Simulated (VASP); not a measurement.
A run of VASP 6.6.1:

Contents of INCAR:

```
ALGO = Normal ; EDIFF = 1E-7
ENCUT = 520 ; GGA = PS
ISIF = 2 ; ISMEAR = 0
LASPH = T ; LCHARG = T
LELF = T ; LREAL = F
LVHAR = T ; LWAVE = F
NBANDS = 26 ; NELM = 100
PREC = Accurate ; SIGMA = 0.02
```

The input KPOINTS:

```
k-points
0
Gamma
  8 8 6
```

POSCAR

```
ZnSe
1.0
    2.9856210897      2.9856210897      0.0000000000
   -2.9856210897      2.9856210897      0.0000000000
    0.0000000000      0.0000000000      5.4304504349
Zn Se
2 2
Direct
    0.0000000000      0.0000000000      0.0000000000
    0.5000000000      0.5000000000      0.5000000000
    0.5000000000      0.0000000000      0.2500000000
    0.0000000000      0.5000000000      0.7500000000
```

Potentials or basis: VASP PAW PBE potentials, release 64 (Zn, Se).

Command:

```bash
$ cat potpaw_PBE.64/Zn/POTCAR potpaw_PBE.64/Se/POTCAR > POTCAR
$ mpirun -np 1 vasp_std > vasp.out
```

Hardware: 1 thread of Intel Xeon 8259CL, with other jobs on the host.

Problem. Estimate the wall time of this run.

Solution. It took 3.1 min on 1 thread of Intel Xeon 8259CL, on a shared host, peak memory 0.27 GiB. Counts: scf iterations 14, k points 60.
